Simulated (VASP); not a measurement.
Input of a VASP 6.6.1 run:

INCAR

```
ALGO = Normal
EDIFF = 1E-6
ENCUT = 750
GGA = PE
GGA_COMPAT = False
ISIF = 2
ISMEAR = 0
LASPH = True
LCHARG = False
LREAL = False
LWAVE = False
NBANDS = 12
NELM = 120
PREC = Accurate
SIGMA = 0.05
```

The input KPOINTS:

```
k-points
0
Gamma
  8 8 8
```

Contents of POSCAR:

```
LiBr
1.0
    0.0000000000      2.9640600000      2.9640600000
    2.9640600000      0.0000000000      2.9640600000
    2.9640600000      2.9640600000      0.0000000000
Li Br
1 1
Direct
    0.0000000000      0.0000000000      0.0000000000
    0.5000000000      0.5000000000      0.5000000000
```

Potentials or basis: VASP PAW PBE potentials, release 64 (Li_sv, Br).

The run is started by

```console
$ cat potpaw_PBE.64/Li_sv/POTCAR potpaw_PBE.64/Br/POTCAR > POTCAR
$ mpirun -np 1 vasp_std > vasp.out
```

Question: Predict the band gap on the k mesh.

Answer: 4.14 eV.

Question: What does it give for the pressure?

Answer: -3.5 GPa.

Caveat: the cell differs from its parent crystal (strain +0.080 along x and y, +0.080 along z); the cell stands under tension. A k mesh can miss the band edges.
